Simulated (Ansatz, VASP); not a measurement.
# Mg in VASP and in Ansatz

File POSCAR:

```
Mg
1.0
    0.0000000000      2.2442560000      2.2442560000
    2.2442560000      0.0000000000      2.2442560000
    2.2442560000      2.2442560000      0.0000000000
Mg
1
Direct
    0.0000000000      0.0000000000      0.0000000000
```

Contents of INCAR.step1:

```
SYSTEM = Mg
PREC = Accurate
ENCUT = 750
ISMEAR = 1
SIGMA = 0.1
LREAL = .FALSE.
LASPH = .TRUE.
NELM = 200
ISPIN = 2
MAGMOM = 2
NBANDS = 15
GGA = PE
ALGO = Normal
EDIFF = 1E-5
LWAVE = .TRUE.
LCHARG = .FALSE.
GGA_COMPAT = .FALSE.
```

INCAR.step2

```
SYSTEM = Mg
PREC = Accurate
ENCUT = 750
EDIFF = 1E-6
ISMEAR = 1
SIGMA = 0.1
LREAL = .FALSE.
LASPH = .TRUE.
NELM = 200
ALGO = Normal
ISIF = 2
LWAVE = .FALSE.
LCHARG = .FALSE.
ISPIN = 2
MAGMOM = 2
LORBIT = 11
METAGGA = R2SCAN
LMIXTAU = .TRUE.
NBANDS = 15
ISTART = 1
GGA_COMPAT = .FALSE.
```

Contents of KPOINTS:

```
regular mesh
0
G
  10 10 10
  0 0 0
```

The input input.yaml:

```yaml
crystal:
  lattice:
    - [0.0, 2.244256, 2.244256]
    - [2.244256, 0.0, 2.244256]
    - [2.244256, 2.244256, 0.0]
  atoms:
    - { symbol: Mg, position: [0.0, 0.0, 0.0], spin: 2.0 }
hamiltonian:
  xc: r2scan
  pseudopotentials: { kind: nc, source: spms }
kpoints:
  mp_grid: { grid: [10, 10, 10] }
scf:
  occupations: { method: methfessel_paxton, width: 0.1 }
output:
  forces: true
  stress: true
  eigenvalues: true
  write_density: true
  write_potential: true
  elf: true
  volumetric_format: npy
magnetization:
  spin_polarized: true
```

Alike in both runs: functional r2SCAN; k mesh 10 × 10 × 10; occupations methfessel-paxton of order 1, width 0.1 eV; collinear spin.

|  | VASP | Ansatz |
| --- | --- | --- |
| version | VASP 6.6.1 | Ansatz 0.2.0 |
| potentials or method | VASP PAW PBE potentials, release 64 (Mg_sv) | SPMS NC |
| plane-wave cutoff (eV) | 750 | 762 |
| valence electrons in the cell | 10 | 10 |
| task | single point | electrostatic potential |

VASP gave:

```
gap on the k mesh at the Fermi level (eV) : none
pressure (GPa)                            : -0.3
net moment per atom (μB)                  : 0.00
```

**Question.** Estimate Ansatz's values.

**Answer.** gap on the k mesh at the Fermi level (eV): none; pressure (GPa): 1.0; net moment per atom (μB): 0.00.

VASP's potentials were made for PBE, not for r2SCAN. A gap of «none» marks a metal or a gap that the smearing closes.

Noted on Ansatz's run: the meta-GGA runs on potentials made for a GGA.
